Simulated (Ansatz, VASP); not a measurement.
# ZnS: VASP beside Ansatz

```
CELL_PARAMETERS angstrom
3.84574 0.00000 0.00000
-1.92287 3.33050 0.00000
0.00000 0.00000 6.30425
ATOMIC_POSITIONS crystal
Zn 0.33333 0.66667 0.00520
Zn 0.66667 0.33333 0.50520
S 0.33333 0.66667 0.37980
S 0.66667 0.33333 0.87980
```

Alike in both runs: functional PBE; k mesh 12 × 12 × 6; occupations gaussian, width 0.02 eV; no spin polarisation.

Ansatz relaxed the structure, and its values are those at the end. VASP's run is a single point on that final structure, the one shown.

|  | VASP | Ansatz |
| --- | --- | --- |
| version | VASP 6.6.1 | Ansatz 0.2.0 |
| potentials or method | VASP PAW PBE potentials, release 64 (Zn, S), cutoff 520 eV | scalar-relativistic, plane waves, PAW |
| valence electrons in the cell | 36 | 36 |

```csv
,VASP,Ansatz,Ansatz less VASP
gap on the k mesh at the Fermi level (eV),2.08,2.08,-0.004
least direct gap on the mesh (eV),2.08,2.08,-0.004
pressure (GPa),0.1,0.0,-0.14
```
